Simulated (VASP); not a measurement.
Crystal: Ge.

```
Ge
1.0
    -2.57450    2.57450    1.39740
     2.57450   -2.57450    1.39740
     2.57450    2.57450   -1.39740
Ge
2
Direct
  0.25000 0.75000 0.50000
  0.50000 0.50000 0.00000
```

Base run:

```yaml
Program: VASP 6.6.1
Functional: PBEsol
Potentials_or_basis: VASP PAW PBE potentials, release 64 (Ge_d)
Cutoff: 520 eV
k_mesh: 10 × 10 × 10
Occupations: fermi-dirac, width 0.025 eV
Spin: no spin polarisation
```

Its results: band gap on the k mesh zero (bands 14 and 15 overlap by 4.71 eV); pressure -0.8 GPa.

**Question.** The run is repeated on the same cell with these changes: occupations from fermi-dirac, width 0.025 eV to fermi-dirac, width 0.25 eV; further incar settings from ALGO = Normal; EDIFF = 1e-06; NBANDS = 21 to ALGO = Normal; EDIFF = 1e-07; NBANDS = 21. What comes out?

**Answer.** Band gap on the k mesh zero (bands 14 and 15 overlap by 4.71 eV); pressure -0.3 GPa.

Caveats: the PAW data sets were made with another functional, which shifts forces and pressure a little.
